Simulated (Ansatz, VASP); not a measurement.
**C in VASP and in Ansatz**

Contents of POSCAR:

```
C
1.0
    0.0000000000      1.7801417077      1.7801417077
    1.7801417077      0.0000000000      1.7801417077
    1.7801417077      1.7801417077      0.0000000000
C
2
Direct
    0.5000000000      0.5000000000      0.5000000000
    0.7500000000      0.7500000000      0.7500000000
```

INCAR.step1

```
SYSTEM = C
  PREC = Accurate
  ENCUT = 910
  ISMEAR = 0
  SIGMA = 0.05
  LREAL = .FALSE.
  LASPH = .TRUE.
  NELM = 120
  NBANDS = 11
  GGA = PE
  ALGO = Normal
  EDIFF = 1E-5
  LWAVE = .TRUE.
  LCHARG = .FALSE.
  GGA_COMPAT = .FALSE.
```

The input INCAR.step2:

```
SYSTEM = C
  PREC = Accurate
  ENCUT = 910
  EDIFF = 1E-6
  ISMEAR = 0
  SIGMA = 0.05
  LREAL = .FALSE.
  LASPH = .TRUE.
  NELM = 120
  ALGO = Normal
  ISIF = 2
  LWAVE = .FALSE.
  LCHARG = .FALSE.
  METAGGA = R2SCAN
  LMIXTAU = .TRUE.
  NBANDS = 11
  ISTART = 1
  GGA_COMPAT = .FALSE.
```

Contents of KPOINTS:

```
regular mesh
0
G
  12 12 12
  0 0 0
```

Input for Ansatz:

```yaml
crystal:
  lattice:
    - [0.0, 1.7801417077, 1.7801417077]
    - [1.7801417077, 0.0, 1.7801417077]
    - [1.7801417077, 1.7801417077, 0.0]
  atoms:
    - { symbol: C, position: [0.5, 0.5, 0.5] }
    - { symbol: C, position: [0.75, 0.75, 0.75] }
basis:
  ecutwfc: 500
kpoints:
  mp_grid: { grid: [12, 12, 12] }
hamiltonian:
  xc: r2scan
scf:
  occupations: { method: gaussian, width: 0.05 }
output:
  forces: true
  stress: true
  eigenvalues: true
```

Alike in both runs: task single point; functional r2SCAN; k mesh 12 × 12 × 12; occupations gaussian, width 0.05 eV; no spin polarisation.

```csv
,VASP,Ansatz
version,VASP 6.6.1,Ansatz 0.2.0
potentials or method,"VASP PAW PBE potentials, release 64 (C_h), cutoff 910 eV","scalar-relativistic, plane waves, PAW"
valence electrons in the cell,8,8
```

VASP gave:

```
gap on the k mesh at the Fermi level (eV) : 4.39
least direct gap on the mesh (eV)         : 5.89
```

Q: Estimate Ansatz's values.

A: gap on the k mesh at the Fermi level (eV): 4.39; least direct gap on the mesh (eV): 5.90.

VASP's potentials were made for PBE, not for r2SCAN.

Noted on VASP's run: the cutoff is under 1.25 times that of the potentials, so the pressure is a little rough.
